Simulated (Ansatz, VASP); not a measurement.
# Two plane-wave programs on KI

Contents of INCAR:

```
SYSTEM = KI
PREC = Accurate ; ENCUT = 520
EDIFF = 1E-6 ; ISMEAR = 0
SIGMA = 0.05 ; LREAL = .FALSE.
LASPH = .TRUE. ; NELM = 80
ALGO = Normal ; ISIF = 2
LWAVE = .FALSE. ; LCHARG = .FALSE.
GGA = PE ; NBANDS = 15
```

KPOINTS

```
Automatic mesh
0
G
  6 6 6
  0 0 0
```

File POSCAR:

```
KI
1.0
    0.0000000000      3.5597955000      3.5245500000
    3.5245500000      0.0000000000      3.5245500000
    3.5245500000      3.5597955000      0.0000000000
K I
1 1
Direct
    0.0000000000      0.0000000000      0.0000000000
    0.5000000000      0.5000000000      0.5000000000
```

Input for Ansatz:

```yaml
crystal:
  lattice:
    - [0.0, 3.5597955, 3.52455]
    - [3.52455, 0.0, 3.52455]
    - [3.52455, 3.5597955, 0.0]
  atoms:
    - { symbol: K, position: [0.0, 0.0, 0.0] }
    - { symbol: I, position: [0.5, 0.5, 0.5] }
basis:
  ecutwfc: 420
kpoints:
  mp_grid: { grid: [6, 6, 6] }
hamiltonian:
  xc: pbe
scf:
  occupations: { method: gaussian, width: 0.05 }
output:
  forces: true
  stress: true
  eigenvalues: true
  write_density: true
  write_potential: true
  elf: true
  volumetric_format: npy
```

Change from the starting cell: strain +0.0100 x Voigt [0, 1, 0, 0, 0, 0], atoms carried along.

Alike in both runs: task single point; functional PBE; k mesh 6 × 6 × 6; occupations gaussian, width 0.05 eV; no spin polarisation.

|  | VASP | Ansatz |
| --- | --- | --- |
| version | VASP 6.6.1 | Ansatz 0.2.0 |
| potentials or method | VASP PAW PBE potentials, release 64 (K_sv, I), cutoff 520 eV | scalar-relativistic, plane waves, PAW |
| valence electrons in the cell | 16 | 26 |

```tsv
	VASP	Ansatz	Ansatz less VASP
gap on the k mesh at the Fermi level (eV)	3.95	3.96	+0.004
least direct gap on the mesh (eV)	3.95	3.96	+0.004
pressure (GPa)	0.6	0.6	-0.04
traceless stress, the component that is largest in VASP (GPa)	-0.17	-0.17	+0.002
```

The functional is the same, so the differences come from potentials, cutoffs and numerics. VASP's potentials hold 16 valence electrons a cell and Ansatz's 26, so a difference there can come from the potentials and not from the codes.

Spin-orbit coupling is off throughout.
